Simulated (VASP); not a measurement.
Set up this calculation in VASP 6.6.1, as the native input.

```
Task                   : single point
Functional             : r2SCAN
Dispersion             : D3(BJ)
Potentials or basis    : VASP PAW PBE potentials, release 64 (Ti_sv, O)
Cutoff                 : 520 eV
k mesh                 : 4 × 4 × 3
Occupations            : gaussian, width 0.01 eV
Spin                   : no spin polarisation
Dipole correction      : no
Further INCAR settings : ALGO = Normal; EDIFF = 1e-06; NBANDS = 46
```

Crystal: TiO2.

```
Ti O
1.0
     5.29100    0.00000    0.00000
    -2.64550    4.58214    0.00000
     0.00000    0.00000    6.13300
Ti O
3 6
Direct
  0.45300 0.00000 0.33333
  0.00000 0.45300 0.66667
  0.54700 0.54700 0.00000
  0.40800 0.30300 0.21500
  0.69700 0.10500 0.54833
  0.89500 0.59200 0.88167
  0.30300 0.40800 0.78500
  0.10500 0.69700 0.45167
  0.59200 0.89500 0.11833
```

These files were run (other wordings do the same):

POSCAR

```
TiO2
1.0
    5.2910000000      0.0000000000      0.0000000000
   -2.6455000000      4.5821400000      0.0000000000
    0.0000000000      0.0000000000      6.1330000000
Ti O
3 6
Direct
    0.4530000000      0.0000000000      0.3333333333
    0.0000000000      0.4530000000      0.6666666667
    0.5470000000      0.5470000000      0.0000000000
    0.4080000000      0.3030000000      0.2150000000
    0.6970000000      0.1050000000      0.5483330000
    0.8950000000      0.5920000000      0.8816670000
    0.3030000000      0.4080000000      0.7850000000
    0.1050000000      0.6970000000      0.4516670000
    0.5920000000      0.8950000000      0.1183330000
```

INCAR.step1

```
SYSTEM = TiO2
ALGO = Normal
EDIFF = 1E-4
ENCUT = 520
GGA = PE
ISMEAR = 0
LASPH = .True.
LCHARG = .False.
LREAL = .False.
LWAVE = .True.
NBANDS = 46
NELM = 60
PREC = Accurate
SIGMA = 0.01
```

INCAR.step2

```
SYSTEM = TiO2
ALGO = Normal
EDIFF = 1E-6
ENCUT = 520
ISIF = 2
ISMEAR = 0
ISTART = 1
IVDW = 12
LASPH = .True.
LCHARG = .False.
LMIXTAU = .True.
LREAL = .False.
LWAVE = .False.
METAGGA = R2SCAN
NBANDS = 46
NELM = 60
PREC = Accurate
SIGMA = 0.01
VDW_A1 = 0.49484001
VDW_A2 = 5.73083694
VDW_S6 = 1.0
VDW_S8 = 0.78981345
```

KPOINTS

```
k-points
0
Gamma
  4 4 3
  0 0 0
```

Potentials or basis: VASP PAW PBE potentials, release 64 (Ti_sv, O).

Launch:

```sh
$ cat potpaw_PBE.64/Ti_sv/POTCAR potpaw_PBE.64/O/POTCAR > POTCAR
$ cp INCAR.step1 INCAR
$ mpirun -np 1 vasp_std > vasp.out
$ cp INCAR.step2 INCAR
$ mpirun -np 1 vasp_std > vasp.out
```

Results of the run:

```json
{"Pressure": "4.1 GPa", "Largest force": "2.333 eV/Å", "Band gap on the k mesh": "4.26 eV, indirect (least direct gap 4.42 eV)", "Dispersion energy per atom": "-0.074 eV"}
```

Caveat: three body term missing; the PAW data sets were made with another functional, which shifts forces and pressure a little.

Wall time 2.9 min on 1 thread of AMD EPYC 9R45 96-Core Processor (Zen 5), on a shared host, peak memory 0.27 GiB.
